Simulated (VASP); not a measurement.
# BaTiO3 (R3m) in VASP: further runs, part 2 of 2

VASP 6.6.1.

## Step 5: Relaxation of cell and atoms, PBEsol+D3(BJ)

This run uses another cell than the first one, of 12.84 Å³/atom, 1.040 times its volume.

Contents of INCAR:

```
ALGO = Normal ; EDIFF = 1E-6
EDIFFG = -0.01 ; ENCUT = 600
GGA = PS ; IBRION = 2
ISIF = 3 ; ISMEAR = 0
IVDW = 12 ; LASPH = True
LCHARG = False ; LREAL = False
LWAVE = False ; NELM = 100
NSW = 80 ; PREC = Accurate
SIGMA = 0.01
```

Contents of KPOINTS:

```
k-points
0
Gamma
  6 6 6
```

Contents of POSCAR:

```
BaTiO3
1.0
    2.8273666100      1.6323808700      2.3183934900
   -2.8273666100      1.6323808700      2.3183934900
    0.0000000000     -3.2647617400      2.3183934900
Ba Ti O
1 1 3
Direct
    0.0000000000      0.0000000000      0.0000000000
    0.4845000003      0.4845000003      0.4845000003
    0.5086000008      0.5086000008      0.0175000010
    0.0175000007      0.5086000000      0.5086000018
    0.5086000000      0.0175000007      0.5086000018
```

Command:

```bash
cat potpaw_PBE.64/Ba_sv/POTCAR potpaw_PBE.64/Ti_sv/POTCAR potpaw_PBE.64/O/POTCAR > POTCAR
mpirun -np 1 vasp_std > vasp.out
```

Wall time 4 min (1 thread of Intel Xeon Platinum 8488C (Sapphire Rapids), shared host); peak memory 0.24 GiB.

Results (log left out):

| Property | Result |
| --- | --- |
| Free energy | -43.3532 eV |
| Relaxed volume | 12.50 Å³/atom |
| Relaxed cell | a = 3.968 Å, b = 3.968 Å, c = 3.968 Å, α = 89.96°, β = 89.96°, γ = 89.96° |
| Space group after relaxing (to 0.05 Å) | R3m (No. 160) |
| Energy gained by relaxing | 4.3 meV/atom |
| Ionic steps | 11 |
| Pressure after relaxing | 0.0 GPa |
| Largest force after relaxing | 0.008 eV/Å |
| Band gap on the k mesh | 2.10 eV, indirect (least direct gap 2.37 eV) |
| Dispersion energy per atom | -0.271 eV |

Forces on the atoms (eV/Å):
```
Ba   0.000  0.000 -0.001
Ti   0.000  0.000  0.006
O    0.000  0.008 -0.002
O   -0.007 -0.004 -0.002
O    0.007 -0.004 -0.002
```

Stress tensor (GPa, compression positive):
```
-0.05  0.00  0.00
 0.00 -0.05  0.00
 0.00  0.00  0.10
```

Step by step:
```csv
step,energy change (eV),largest force (eV/Å),pressure (GPa),volume (Å³)
1,0.0000,0.1359,-2.97,64.20
2,-0.0068,0.3976,2.85,62.02
3,-0.0132,0.2942,0.36,62.90
4,-0.0196,0.1395,0.19,62.65
5,-0.0204,0.0742,0.18,62.53
6,-0.0210,0.0347,-0.23,62.65
7,-0.0210,0.0328,-0.33,62.68
8,-0.0214,0.0221,0.00,62.54
9,-0.0214,0.0248,0.03,62.53
10,-0.0215,0.0172,0.01,62.51
11,-0.0215,0.0082,0.00,62.48
```

Final structure:
```cif
data_structure
_symmetry_space_group_name_H-M 'P 1'
_symmetry_Int_Tables_number 1
_cell_length_a 3.9681
_cell_length_b 3.9681
_cell_length_c 3.9681
_cell_angle_alpha 89.956
_cell_angle_beta 89.956
_cell_angle_gamma 89.956
_cell_volume 62.48
loop_
_atom_site_label
_atom_site_type_symbol
_atom_site_fract_x
_atom_site_fract_y
_atom_site_fract_z
_atom_site_occupancy
Ba1 Ba 0.99971 0.99971 0.99971 1
Ti1 Ti 0.49008 0.49008 0.49008 1
O1 O 0.50824 0.50824 0.01293 1
O2 O 0.01293 0.50824 0.50824 1
O3 O 0.50824 0.01293 0.50824 1
```

Levels at points of the mesh, in eV from the valence-band top:
| k point | band 16 | band 17 | band 18 | band 19 | band 20 | band 21 | band 22 | band 23 | band 24 |
| --- | --- | --- | --- | --- | --- | --- | --- | --- | --- |
| (0.00, 0.00, 0.00) | -1.28 | -1.14 | -0.36 | -0.27 | -0.27 | 2.10 | 2.10 | 2.20 | 4.42 |
| (0.50, 0.00, 0.00) | -2.12 | -1.83 | -1.75 | -0.87 | -0.79 | 2.29 | 3.77 | 3.83 | 4.41 |
| (0.50, 0.50, 0.00) | -2.84 | -1.67 | -0.87 | -0.85 | -0.10 | 3.82 | 3.82 | 4.19 | 5.15 |
| (0.50, 0.50, 0.50) | -2.39 | -2.36 | -0.01 | -0.01 | 0.00 | 4.41 | 4.50 | 4.50 | 6.70 |

Caveat: the PAW data sets were made with another functional, which shifts forces and pressure a little; spin-orbit coupling is left out, which moves the levels of the heavy elements. PBEsol gaps usually lie below the measured ones, often by a third to a half.

## Step 6: Relaxation of cell and atoms, BLYP+D3(BJ)

This run uses another cell than the first one, of 12.84 Å³/atom, 1.040 times its volume.

Contents of INCAR:

```
SYSTEM = BaTiO3
PREC = Accurate ; ENCUT = 600
EDIFF = 1E-6 ; ISMEAR = 0
SIGMA = 0.01 ; LREAL = .FALSE.
LASPH = .TRUE. ; NELM = 80
ALGO = Normal ; ISIF = 3
LWAVE = .FALSE. ; LCHARG = .FALSE.
GGA = B5 ; ALDAX = 1.0
AGGAX = 1.0 ; AGGAC = 1.0
ALDAC = 0.0 ; IVDW = 12
IBRION = 2 ; NSW = 80
EDIFFG = -0.01 ; VDW_S6 = 1.0
VDW_S8 = 2.6996 ; VDW_A1 = 0.4298
VDW_A2 = 4.2359
```

Contents of KPOINTS:

```
Automatic mesh
0
G
  6 6 6
  0 0 0
```

POSCAR is that of step 5.

Potentials or basis: VASP PAW PBE potentials, release 64 (Ba_sv, Ti_sv, O).

Command:

```bash
cat potpaw_PBE.64/Ba_sv/POTCAR potpaw_PBE.64/Ti_sv/POTCAR potpaw_PBE.64/O/POTCAR > POTCAR
mpirun -np 1 vasp_std > vasp.out
```

OUTCAR:

```text
SYSTEM = BaTiO3
   PREC = Accurate
   ENCUT = 600
   EDIFF = 1E-6
   ISMEAR = 0
   LREAL = .FALSE.
   LASPH = .TRUE.
   NELM = 80
   ISIF = 3
   GGA = B5
   IVDW = 12
   IBRION = 2
   NSW = 80
   EDIFFG = -0.01
 IVDW          = 12

 ion  position               nearest neighbor table
   1  0.000  0.000  0.000-   3 2.79   4 2.79   5 2.79   4 2.83   5 2.83   3 2.83   3 2.83   5 2.83
                             4 2.83   3 2.89   4 2.89   5 2.89   2 3.37   2 3.43   2 3.43   2 3.43
   2  0.485  0.485  0.485-   3 1.87   4 1.87   5 1.87   3 2.14   4 2.14   5 2.14   1 3.37   1 3.43
                             1 3.43   1 3.43   1 3.50   1 3.50   1 3.50   1 3.59
   3  0.509  0.509  0.018-   2 1.87   2 2.14   1 2.79   1 2.83   1 2.83   1 2.89
   4  0.018  0.509  0.509-   2 1.87   2 2.14   1 2.79   1 2.83   1 2.83   1 2.89
   5  0.509  0.018  0.509-   2 1.87   2 2.14   1 2.79   1 2.83   1 2.83   1 2.89

  LATTYP: Found a trigonal (rhomboedric) cell.
 ALAT       =     4.0041999983
 COS(alpha) =     0.0028448809

  Lattice vectors:

 A1 = (   2.8273666100,   1.6323808700,   2.3183934900)
 A2 = (  -2.8273666100,   1.6323808700,   2.3183934900)
 A3 = (   0.0000000000,  -3.2647617400,   2.3183934900)

Analysis of symmetry for initial positions (statically):
=====================================================================
 Subroutine PRICEL returns:
 Original cell was already a primitive cell.

 Routine SETGRP: Setting up the symmetry group for a
 trigonal (rhombohedral) supercell.

 Subroutine GETGRP returns: Found  6 space group operations
 (whereof  6 operations were pure point group operations)
 out of a pool of 12 trial point group operations.

The static configuration has the point symmetry C_3v.

Analysis of symmetry for dynamics (positions and initial velocities):
=====================================================================
 Subroutine PRICEL returns:
 Original cell was already a primitive cell.

 Routine SETGRP: Setting up the symmetry group for a
 trigonal (rhombohedral) supercell.

 Subroutine GETGRP returns: Found  6 space group operations
 (whereof  6 operations were pure point group operations)
 out of a pool of 12 trial point group operations.

The dynamic configuration has the point symmetry C_3v.

 Subroutine INISYM returns: Found  6 space group operations
 (whereof  6 operations are pure point group operations),
 and found     1 'primitive' translations

----------------------------------------------------------------------------------------

                                     Primitive cell

  volume of cell :      64.2010

  direct lattice vectors                    reciprocal lattice vectors
     2.827366610  1.632380870  2.318393490     0.176843002  0.102100355  0.143777721
    -2.827366610  1.632380870  2.318393490    -0.176843002  0.102100355  0.143777721
     0.000000000 -3.264761740  2.318393490     0.000000000 -0.204200710  0.143777721

  length of vectors
     4.004199998  4.004199998  4.004199994     0.249739791  0.249739791  0.249739791

  position of ions in fractional coordinates (direct lattice)
     0.000000000  0.000000000  0.000000000
     0.484500000  0.484500000  0.484500000
     0.508600001  0.508600001  0.017500001
     0.017500001  0.508600000  0.508600002
     0.508600000  0.017500001  0.508600002

  ion indices of the primitive-cell ions
   primitive index   ion index
                 1           1
                 2           2
                 3           3
[... 25 lines left out ...]
 ===========================================

 Found     32 irreducible k-points:

 Following reciprocal coordinates:
            Coordinates               Weight
  0.000000  0.000000  0.000000      1.000000
  0.166667 -0.000000  0.000000      6.000000
  0.333333 -0.000000  0.000000      6.000000
  0.500000  0.000000  0.000000      3.000000
  0.166667  0.166667  0.000000      6.000000
  0.333333  0.166667 -0.000000     12.000000
[... 16 lines left out ...]
  0.500000  0.500000  0.166667      6.000000
 -0.333333  0.500000  0.166667     12.000000
 [... further k-points ...]
   k-points           NKPTS =     32   k-points in BZ     NKDIM =     32   number of bands    NBANDS=     24
   number of dos      NEDOS =    301   number of ions     NIONS =      5
   total plane-waves  NPLWV =  32768
   dimension x,y,z NGX =    32 NGY =   32 NGZ =   32
   dimension x,y,z NGXF=    64 NGYF=   64 NGZF=   64
   ions per type =               1   1   3
   NGX,Y,Z   is equivalent  to a cutoff of  13.29, 13.29, 13.29 a.u.
   NGXF,Y,Z  is equivalent  to a cutoff of  26.57, 26.57, 26.57 a.u.
 SYSTEM =  BaTiO3
   PREC   = accura    normal or accurate (medium, high low for compatibility)
   ISTART =      0    job   : 0-new  1-cont  2-samecut
   ICHARG =      2    charge: 1-file 2-atom 10-const
   ISPIN  =      1    spin polarized calculation?
   LNONCOLLINEAR =      F non collinear calculations
   LSORBIT =      F    spin-orbit coupling
   LASPH  =      T    aspherical Exc in radial PAW
   ENCUT  =  600.0 eV  44.10 Ry    6.64 a.u.   8.00  8.00  8.00*2*pi/ulx,y,z
   NELM   =     80;   NELMIN=  2; NELMDL= -5     # of ELM steps
   EDIFF  = 0.1E-05   stopping-criterion for ELM
   LREAL  =      F    real-space projection
   EDIFFG = -.1E-01   stopping-criterion for IOM
   NSW    =     80    number of steps for IOM
   IBRION =      2    ionic relax: 0-MD 1-quasi-New 2-CG
   NFREE  =      1    steps in history (QN), initial steepest desc. (CG)
   ISIF   =      3    stress and relaxation
   ISYM   =      2    0-nonsym 1-usesym 2-fastsym
   POTIM  = 0.5000    time-step for ionic-motion
   TEBEG  =    0.0;   TEEND  =   0.0 temperature during run
   PSTRESS=    0.0 pullay stress
   NELECT =      40.0000    total number of electrons
   NUPDOWN=      -1.0000    fix difference up-down
   EMIN   =  10.00;   EMAX   =-10.00  energy-range for DOS
   EFERMI =   0.00;   METHOD = LEGACY
   ISMEAR =     0;   SIGMA  =   0.01  broadening in eV -4-tet -1-fermi 0-gaus
   EFERMI_NEDOS =   21; number of points for ismear=-14 and -15
   IALGO  =     38    algorithm
   IMIX   =      4    mixing-type and parameters
     AMIX     =   0.40;   BMIX     =  1.00
     AMIX_MAG =   1.60;   BMIX_MAG =  1.00
  volume/ion in A,a.u.               =      12.84        86.65
  Fermi-wavevector in a.u.,A,eV,Ry     =   1.398237  2.642285 26.600301  1.955067
  Thomas-Fermi vector in A             =   2.521415
   LORBIT       =      0    0 simple, 1 ext, 2 COOP (PROOUT), +10 PAW based schemes
   GGA     = B5    functional components
   LHFCALC =     F    Hartree Fock is set to
   AEXX    =    0.0000 exact exchange contribution
   IVDW    =    12    specifies the selected vdW correction
   LEPSILON=     F    determine dielectric tensor
   LRPA    =     F    only Hartree local field effects (RPA)
 conjugate gradient relaxation of ions
 non-spin polarized calculation
 Gauss-broadening in eV      SIGMA  =   0.01
  energy-cutoff  :      600.00
  volume of cell :       64.20
 maximum number of plane-waves:      2176
   NGX = 15   NGY = 15   NGZ = 15

--------------------------------------- Ionic step        1  -------------------------------------------

 number of electron      39.9999996 magnetization

 Free energy of the ion-electron system (eV)
  ---------------------------------------------------
  ext. energy  EPLUGINS =         0.00000000
  ---------------------------------------------------
  free energy    TOTEN  =       -38.05737934 eV

  energy without entropy =      -38.05737934  energy(sigma->0) =      -38.05737934

------------------------ aborting loop because EDIFF is reached ----------------------------------------

 Edisp (eV)   -3.06224

 E8    (eV) :    -2.2907
[... 114 lines left out ...]
  FREE ENERGIE OF THE ION-ELECTRON SYSTEM (eV)
  ---------------------------------------------------
  free  energy   TOTEN  =       -41.1472254861 eV

  energy  without entropy=      -41.1472254861  energy(sigma->0) =      -41.14722549

[... ionic steps 4 to 10 ...]

--------------------------------------- Ionic step       11  -------------------------------------------

 number of electron      39.9999998 magnetization

------------------------ aborting loop because EDIFF is reached ----------------------------------------
[... 81 lines left out ...]
--------------------------------------- Ionic step       13  -------------------------------------------

 number of electron      39.9999998 magnetization

 Free energy of the ion-electron system (eV)
  ---------------------------------------------------
  ext. energy  EPLUGINS =         0.00000000
  ---------------------------------------------------
  free energy    TOTEN  =       -38.16961739 eV

  energy without entropy =      -38.16961739  energy(sigma->0) =      -38.16961739

 E-fermi :   4.0368     XC(G=0): -10.5773

 val. band max:        3.8963708443   @ k =   0.5000   0.5000   0.5000
 cond. band min:       6.2273467213   @ k =   0.0000   0.0000   0.0000
 fundamental gap:      2.3309758770
 Fermi energy:         4.0367830665

 k-point     1 :       0.0000    0.0000    0.0000
  band No.  band energies     occupation
      1     -52.3363      2.00000
      2     -28.7213      2.00000
      3     -28.7160      2.00000
      4     -28.7160      2.00000
      5     -20.9391      2.00000
      6     -12.7513      2.00000
[... 637 lines left out ...]
     23       7.8126      0.00000
     24       9.4241      0.00000

 [... further k-points ...]

------------------------ aborting loop because EDIFF is reached ----------------------------------------

 Edisp (eV)   -2.97879

 E8    (eV) :    -2.2286
[... 28 lines left out ...]
  FREE ENERGIE OF THE ION-ELECTRON SYSTEM (eV)
  ---------------------------------------------------
  free  energy   TOTEN  =       -41.1484055462 eV

  energy  without entropy=      -41.1484055462  energy(sigma->0) =      -41.14840555

 reached required accuracy - stopping structural energy minimisation
```

It took 6.3 min on 1 thread of Intel Xeon Platinum 8488C (Sapphire Rapids), shared host; peak memory 0.25 GiB.

What came out:

```
Free energy                            : -41.1484 eV
Relaxed volume                         : 13.20 Å³/atom
Relaxed cell                           : a = 4.041 Å, b = 4.041 Å, c = 4.041 Å, α = 89.85°, β = 89.85°, γ = 89.85°
Space group after relaxing (to 0.05 Å) : R3m (No. 160)
Energy gained by relaxing              : 5.8 meV/atom
Ionic steps                            : 13
Pressure after relaxing                : 0.1 GPa
Largest force after relaxing           : 0.005 eV/Å
Band gap on the k mesh                 : 2.33 eV, indirect (least direct gap 2.74 eV)
Dispersion energy per atom             : -0.596 eV
```

Forces on the atoms (eV/Å):
```
Ba   0.000  0.000  0.005
Ti   0.000  0.000 -0.002
O    0.000 -0.005 -0.001
O    0.004  0.002 -0.001
O   -0.004  0.002 -0.001
```

Stress tensor (GPa, compression positive):
```
0.03 0.00 0.00
0.00 0.03 0.00
0.00 0.00 0.11
```

The path:
| step | energy change (eV) | largest force (eV/Å) | pressure (GPa) | volume (Å³) |
| --- | --- | --- | --- | --- |
| 1 | 0.0000 | 0.3518 | 4.78 | 64.20 |
| 2 | 0.0085 | 0.3251 | -4.95 | 67.83 |
| 3 | -0.0276 | 0.0960 | -0.03 | 65.85 |
| 4 | -0.0276 | 0.0965 | 0.02 | 65.82 |
| 5 | -0.0281 | 0.0645 | 0.08 | 65.85 |
| 6 | -0.0285 | 0.0325 | 0.06 | 65.89 |
| 7 | -0.0283 | 0.0685 | 0.07 | 65.98 |
| 8 | -0.0286 | 0.0425 | 0.05 | 65.92 |
| 9 | -0.0287 | 0.0267 | -0.03 | 65.98 |
| 10 | -0.0287 | 0.0165 | -0.12 | 66.05 |
| 11 | -0.0288 | 0.0181 | -0.11 | 66.02 |
| 12 | -0.0287 | 0.0229 | 0.18 | 65.95 |
| 13 | -0.0288 | 0.0052 | 0.06 | 65.99 |

Final structure:
```
Ba Ti O
1.0
     2.85365    1.64755    2.33935
    -2.85365    1.64755    2.33935
     0.00000   -3.29511    2.33935
Ba Ti O
1 1 3
Direct
  0.99732 0.99732 0.99732
  0.48486 0.48486 0.48486
  0.50978 0.50978 0.01745
  0.01745 0.50978 0.50978
  0.50978 0.01745 0.50978
```

Caveat: the PAW data sets were made with another functional, which shifts forces and pressure a little; spin-orbit coupling is left out, which moves the levels of the heavy elements. A k mesh can miss the band edges.

## Step 7: Relaxation of cell and atoms, PBEsol

This run uses another cell than the first one, of 12.84 Å³/atom, 1.040 times its volume.

Contents of INCAR:

```
PREC = Accurate
ENCUT = 600
EDIFF = 1E-6
ISMEAR = 0
SIGMA = 0.01
LREAL = F
LASPH = T
NELM = 60
ALGO = Normal
ISIF = 3
LWAVE = F
LCHARG = F
GGA = PS
IBRION = 2
NSW = 80
EDIFFG = -0.01
```

Contents of KPOINTS:

```
Automatic mesh
0
Gamma
  6 6 6
```

POSCAR is that of step 6.

Command:

```bash
cat potpaw_PBE.64/Ba_sv/POTCAR potpaw_PBE.64/Ti_sv/POTCAR potpaw_PBE.64/O/POTCAR > POTCAR
mpirun -np 1 vasp_std > vasp.out
```

Wall time 2.4 min (1 thread of Intel Xeon Platinum 8488C (Sapphire Rapids), shared host); peak memory 0.23 GiB.

The run converged. Its results:

```
Free energy                            : -42.0148 eV
Relaxed volume                         : 12.84 Å³/atom
Relaxed cell                           : a = 4.004 Å, b = 4.004 Å, c = 4.004 Å, α = 89.86°, β = 89.86°, γ = 89.86°
Space group after relaxing (to 0.05 Å) : R3m (No. 160)
Energy gained by relaxing              : 0.5 meV/atom
Ionic steps                            : 8
Pressure after relaxing                : 0.0 GPa
Largest force after relaxing           : 0.007 eV/Å
Band gap on the k mesh                 : 2.27 eV, indirect (least direct gap 2.64 eV)
```

Forces in eV/Å, atoms in the order of the input:
```
Ba   0.000  0.000 -0.007
Ti   0.000  0.000 -0.003
O    0.000 -0.004  0.003
O    0.003  0.002  0.003
O   -0.003  0.002  0.003
```

Step by step:
```
step  energy change (eV)  largest force (eV/Å)  pressure (GPa)  volume (Å³)
   1              0.0000                0.1360            0.47        64.20
   2             -0.0011                0.0702           -0.85        64.55
   3             -0.0013                0.0875           -0.45        64.44
   4             -0.0022                0.0332           -0.12        64.25
   5             -0.0023                0.0102            0.04        64.16
   6             -0.0023                0.0121            0.03        64.17
   7             -0.0023                0.0136            0.03        64.18
   8             -0.0023                0.0073            0.01        64.19
```

Final structure:
```
Ba Ti O
1.0
     2.82777    1.63261    2.31742
    -2.82777    1.63261    2.31742
     0.00000   -3.26523    2.31742
Ba Ti O
1 1 3
Direct
  0.99811 0.99811 0.99811
  0.48596 0.48596 0.48596
  0.50933 0.50933 0.01647
  0.01647 0.50933 0.50933
  0.50933 0.01647 0.50933
```

Levels at points of the mesh, in eV from the valence-band top:
```tsv
k point	band 16	band 17	band 18	band 19	band 20	band 21	band 22	band 23	band 24
(0.00, 0.00, 0.00)	-1.31	-1.09	-0.51	-0.38	-0.38	2.27	2.27	2.41	4.44
(0.50, 0.00, 0.00)	-2.10	-1.75	-1.67	-0.95	-0.83	2.45	3.74	3.83	4.41
(0.50, 0.50, 0.00)	-2.75	-1.65	-0.90	-0.85	-0.09	3.81	3.81	4.15	5.03
(0.50, 0.50, 0.50)	-2.40	-2.36	-0.02	-0.02	0.00	4.31	4.44	4.44	6.54
```

Caveat: the PAW data sets were made with another functional, which shifts forces and pressure a little; spin-orbit coupling is left out, which moves the levels of the heavy elements. A k mesh can miss the band edges.

## Step 8: Overview

```csv
task,level,cell,cutoff (eV),gap on the mesh (eV),pressure (GPa),relaxed volume (Å³/atom),largest force (eV/Å)
single point,PBEsol+D3(BJ),"a = 3.953 Å, angles 89.9°, 5 atoms",520,2.07,2.2,-,0.04
single point,PBEsol,"a = 3.989 Å, angles 89.9°, 5 atoms",520,2.26,2.0,-,0.06
single point,BLYP+D3(BJ),"a = 4.027 Å, angles 89.8°, 5 atoms",520,2.39,2.0,-,0.14
relaxation of cell and atoms,PBEsol+D3(BJ),"relaxed from a = 4.004 Å, angles 89.8°, 5 atoms",600,2.10,0.0,12.50,0.01
relaxation of cell and atoms,BLYP+D3(BJ),"relaxed from a = 4.004 Å, angles 89.8°, 5 atoms",600,2.33,0.1,13.20,0.01
relaxation of cell and atoms,PBEsol,"relaxed from a = 4.004 Å, angles 89.8°, 5 atoms",600,2.27,0.0,12.84,0.01
```

Alike in all rows: potentials or basis VASP PAW PBE potentials, release 64 (Ba_sv, Ti_sv, O); no spin polarisation; k mesh 6 × 6 × 6; smearing gaussian 0.01 eV.

Caveats: the PAW data sets were made with another functional, which shifts forces and pressure a little; spin-orbit coupling is left out, which moves the levels of the heavy elements.

Total energies depend on the potentials used, so only differences within one code and one set of settings carry meaning.
